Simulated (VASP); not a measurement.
# Al2O3 (P-6m2) in VASP: dielectric tensor with LDA

Aim: the dielectric tensor of Al2O3 with LDA.

Everything below comes from runs of VASP 6.6.1. Logs are shortened: lines on timing, memory, paths and dates and some standing lists are left out, and cuts for length are marked.

**1. The cell of the first run**

Symmetry: P-6m2, No. 187, hexagonal system. The conventional cell has a = 2.884 Å, b = 2.884 Å, c = 9.337 Å, α = 90.00°, β = 90.00°, γ = 120.00°. Within 2.4 Å of Al (site symmetry 3m) lie 6 O at 1.80 to 2.18 Å. O (site symmetry 3m) has 3 Al at 1.80 Å within 2.4 Å. O (site symmetry -6m2) has 6 Al at 2.18 Å and 12 O at 2.66 to 2.88 Å within 2.9 Å.

**2. Dielectric tensor, LDA**

INCAR

```
SYSTEM = Al2O3
  ALGO = Normal
  EDIFF = 1E-8
  ENCUT = 520
  ISIF = 2
  ISMEAR = 0
  LASPH = .True.
  LCHARG = .False.
  LEPSILON = .True.
  LREAL = .False.
  LWAVE = .False.
  NELM = 80
  PREC = Accurate
  SIGMA = 0.01
```

KPOINTS

```
k-points
0
Gamma
  12 12 4
  0 0 0
```

POSCAR

```
Al2O3
1.0
    2.8843249500      0.0000000000      0.0000000000
   -1.4421624700      2.4978986800      0.0000000000
    0.0000000000      0.0000000000      9.3367544600
Al O
2 3
Direct
    0.0000000000      0.0000000000      0.1499923300
    0.0000000000      0.0000000000      0.8500076700
    0.3333333300      0.6666666700      0.2223169200
    0.6666666700      0.3333333300      0.0000000000
    0.3333333300      0.6666666700      0.7776830800
```

Potentials or basis: VASP PAW LDA potentials, release 64 (Al, O).

On the command line:

```console
$ cat potpaw_LDA.64/Al/POTCAR potpaw_LDA.64/O/POTCAR > POTCAR
$ mpirun -np 1 vasp_std > vasp.out
```

OUTCAR:

```text
SYSTEM = Al2O3
   EDIFF = 1E-8
   ENCUT = 520
   ISIF = 2
   ISMEAR = 0
   LASPH = .True.
   LEPSILON = .True.
   LREAL = .False.
   NELM = 80
   PREC = Accurate

 ion  position               nearest neighbor table
   1  0.000  0.000  0.150-   3 1.80   3 1.80   3 1.80   4 2.18   4 2.18   4 2.18   2 2.80
   2  0.000  0.000  0.850-   5 1.80   5 1.80   5 1.80   4 2.18   4 2.18   4 2.18   1 2.80
   3  0.333  0.667  0.222-   1 1.80   1 1.80   1 1.80
   4  0.667  0.333  0.000-   1 2.18   2 2.18   1 2.18   2 2.18   1 2.18   2 2.18
   5  0.333  0.667  0.778-   2 1.80   2 1.80   2 1.80

  LATTYP: Found a hexagonal cell.
 ALAT       =     2.8843249500
 C/A-ratio  =     3.2370674670

  Lattice vectors:

 A1 = (   2.8843249500,   0.0000000000,   0.0000000000)
 A2 = (  -1.4421624700,   2.4978986800,   0.0000000000)
 A3 = (   0.0000000000,   0.0000000000,   9.3367544600)

Analysis of symmetry for initial positions (statically):
=====================================================================
 Subroutine PRICEL returns:
 Original cell was already a primitive cell.

 Routine SETGRP: Setting up the symmetry group for a
 hexagonal supercell.

 Subroutine GETGRP returns: Found 12 space group operations
 (whereof 12 operations were pure point group operations)
 out of a pool of 24 trial point group operations.

The static configuration has the point symmetry D_3h.

Analysis of symmetry for dynamics (positions and initial velocities):
=====================================================================
 Subroutine PRICEL returns:
 Original cell was already a primitive cell.

 Routine SETGRP: Setting up the symmetry group for a
 hexagonal supercell.

 Subroutine GETGRP returns: Found 12 space group operations
 (whereof 12 operations were pure point group operations)
 out of a pool of 24 trial point group operations.

The dynamic configuration has the point symmetry D_3h.

 Subroutine INISYM returns: Found 12 space group operations
 (whereof 12 operations are pure point group operations),
 and found     1 'primitive' translations

----------------------------------------------------------------------------------------

                                     Primitive cell

  volume of cell :      67.2690

[... 626 lines left out ...]
 -----------------------------------------------------------------------------------
    total drift:                                0.000018     -0.000010      0.000000

  FREE ENERGIE OF THE ION-ELECTRON SYSTEM (eV)
  ---------------------------------------------------
  free  energy   TOTEN  =       -40.0933181543 eV

  energy  without entropy=      -40.0933181543  energy(sigma->0) =      -40.09331815

 HEAD OF MICROSCOPIC STATIC DIELECTRIC TENSOR (INDEPENDENT PARTICLE, excluding Hartree and local field effects)
 ------------------------------------------------------
           2.803298     0.000000     0.000000
           0.000000     2.803298     0.000000
           0.000000     0.000000     2.621817
 ------------------------------------------------------

 Free energy of the ion-electron system (eV)
  ---------------------------------------------------
  ---------------------------------------------------
  free energy    TOTEN  =        -0.33754804 eV

  energy without entropy =       -0.33754804

------------------------ aborting loop because EDIFF is reached ----------------------------------------

--------------------------------------- Ionic step        2  -------------------------------------------

------------------------ aborting loop because EDIFF is reached ----------------------------------------

--------------------------------------- Ionic step        3  -------------------------------------------

 Free energy of the ion-electron system (eV)
  ---------------------------------------------------
  ---------------------------------------------------
  free energy    TOTEN  =        -0.18929832 eV

  energy without entropy =       -0.18929832

------------------------ aborting loop because EDIFF is reached ----------------------------------------

 PIEZOELECTRIC TENSOR FIELD DIRECTION 3  (e Angst)
 -----------------------------------------------------------------------------
    -0.00015 -0.00000  0.00000           ( -0.00000 -0.00000  0.00000)
    -0.00000 -0.00015  0.00000           ( -0.00000 -0.00000  0.00000)
    -0.00000  0.00000  0.00041           (  0.00000  0.00000 -0.00000)

 PIEZOELECTRIC TENSOR FIELD DIRECTION 3  (C/m^2)
 -----------------------------------------------------------------------------
    -0.00004 -0.00000  0.00000
    -0.00000 -0.00004  0.00000
    -0.00000  0.00000  0.00010

 MACROSCOPIC STATIC DIELECTRIC TENSOR (including local field effects in DFT)
 ------------------------------------------------------
           2.701240     0.000000     0.000000
           0.000000     2.701240     0.000000
          -0.000000     0.000000     1.945186
 ------------------------------------------------------

 PIEZOELECTRIC TENSOR (including local field effects)  for field in x, y, z        (e  Angst)
          XX          YY          ZZ          XY          YZ          ZX
  --------------------------------------------------------------------------------
  x    -0.00000     0.00000    -0.00000    -0.07195     0.00000     0.00000
  y    -0.07195     0.07195     0.00000     0.00000     0.00000     0.00000
  z     0.00000     0.00000     0.00000     0.00000     0.00000     0.00000

 PIEZOELECTRIC TENSOR (including local field effects)  for field in x, y, z        (C/m^2)
          XX          YY          ZZ          XY          YZ          ZX
  --------------------------------------------------------------------------------
  x    -0.00000     0.00000    -0.00000    -0.01714     0.00000     0.00000
  y    -0.01714     0.01714     0.00000     0.00000     0.00000     0.00000
  z     0.00000     0.00000     0.00000     0.00000     0.00000     0.00000

 BORN EFFECTIVE CHARGES (including local field effects) (in |e|, cummulative output)
 ---------------------------------------------------------------------------------
 ion    1
    1     3.02024     0.00000    -0.00000
    2     0.00000     3.02024     0.00000
    3    -0.00000     0.00000     1.51947
 ion    2
    1     3.02024     0.00000     0.00000
    2     0.00000     3.02024     0.00000
    3     0.00000    -0.00000     1.51947
 ion    3
    1    -1.90110    -0.00000     0.00000
    2    -0.00000    -1.90110     0.00000
    3     0.00000     0.00000    -0.91631
 ion    4
    1    -2.23829    -0.00000     0.00000
    2    -0.00000    -2.23829     0.00000
    3     0.00000    -0.00000    -1.20632
 ion    5
    1    -1.90110    -0.00000    -0.00000
    2    -0.00000    -1.90110     0.00000
    3    -0.00000     0.00000    -0.91631
```

OSZICAR:

```text
N       E                     dE             d eps       ncg     rms          rms(c)
DAV:   1     0.130220580158E+03    0.13022E+03   -0.12425E+04  1824   0.133E+03
DAV:   2    -0.362158706298E+02   -0.16644E+03   -0.16381E+03  2288   0.290E+02
DAV:   3    -0.446745620797E+02   -0.84587E+01   -0.84460E+01  2456   0.762E+01
DAV:   4    -0.447552352415E+02   -0.80673E-01   -0.80659E-01  2408   0.781E+00
[... 11 lines left out ...]
RMM:   9    -0.189236564235E+00   -0.18880E-03   -0.24614E-04  4008   0.132E-02    0.246E-03
RMM:  10    -0.189262156424E+00   -0.25592E-04    0.39536E-05  3947   0.579E-03    0.487E-04
RMM:  11    -0.189286062571E+00   -0.23906E-04    0.53272E-05  4013   0.181E-03    0.463E-04
RMM:  12    -0.189298124454E+00   -0.12062E-04   -0.21538E-05  4030   0.106E-03    0.620E-05
RMM:  13    -0.189298315191E+00   -0.19074E-06   -0.24187E-05  3235   0.171E-04    0.186E-05
RMM:  14    -0.189298315573E+00   -0.38227E-09   -0.63037E-06  2239   0.716E-05    0.561E-06
```

stdout:

```text
POSCAR found type information on POSCAR AlO
 POSCAR found :  2 types and       5 ions
 scaLAPACK will be used
 LDA part: xc-table for (Slater(with rela. corr.)+CA(PZ))
 , standard interpolation
 POSCAR, INCAR and KPOINTS ok, starting setup
 FFT: planning ... GRIDC
 FFT: planning ... GRID_SOFT
 FFT: planning ... GRID
 WAVECAR not read
 entering main loop
 Linear response reoptimize wavefunctions to high precision
 Linear response G [H, r] |phi>, progress :
  Direction:   1
 Linear response G [H, r] |phi>, progress :
  Direction:   2
 Linear response G [H, r] |phi>, progress :
  Direction:   3
 Linear response to external field (no local field effect), progress :
  Direction:   1
 dielectric tensor                  component  1 :     2.591    -0.484    -0.003
 Linear response to external field (no local field effect), progress :
  Direction:   2
 dielectric tensor                  component  2 :    -0.484     3.016    -0.003
 Linear response to external field (no local field effect), progress :
  Direction:   3
 dielectric tensor                  component  3 :    -0.003    -0.003     2.622
 Linear response to external field, progress :
  Direction:   1
 dielectric tensor                  component  1 :     2.701     0.000     0.001
 Linear response to external field, progress :
  Direction:   2
 dielectric tensor                  component  2 :    -0.151     2.701    -0.003
 Linear response to external field, progress :
  Direction:   3
 dielectric tensor                  component  3 :    -0.001    -0.004     1.945
 Born effective charges drift removed
```

It took 16 min on 1 thread of Intel Xeon 8259CL, shared host; peak memory 0.6 GiB.

What came out:

```yaml
Band_gap_on_the_k_mesh: 4.74 eV (least direct gap 4.99 eV)
Electronic_dielectric_tensor_diagonal: 2.70, 2.70, 1.95
Born_charges_mean_of_the_diagonal: Al +2.52; O -1.57, -1.89 (each value once) e
```

Electronic dielectric tensor:
```
2.70 0.00 0.00
0.00 2.70 0.00
0.00 0.00 1.95
```

Born effective charge tensors (e):
atom 1, Al
```
3.02 0.00 0.00
0.00 3.02 0.00
0.00 0.00 1.52
```
atom 2, Al
```
3.02 0.00 0.00
0.00 3.02 0.00
0.00 0.00 1.52
```
atom 3, O
```
-1.90  0.00  0.00
 0.00 -1.90  0.00
 0.00  0.00 -0.92
```
atom 4, O
```
-2.24  0.00  0.00
 0.00 -2.24  0.00
 0.00  0.00 -1.21
```
atom 5, O
```
-1.90  0.00  0.00
 0.00 -1.90  0.00
 0.00  0.00 -0.92
```

A k mesh can miss the band edges.
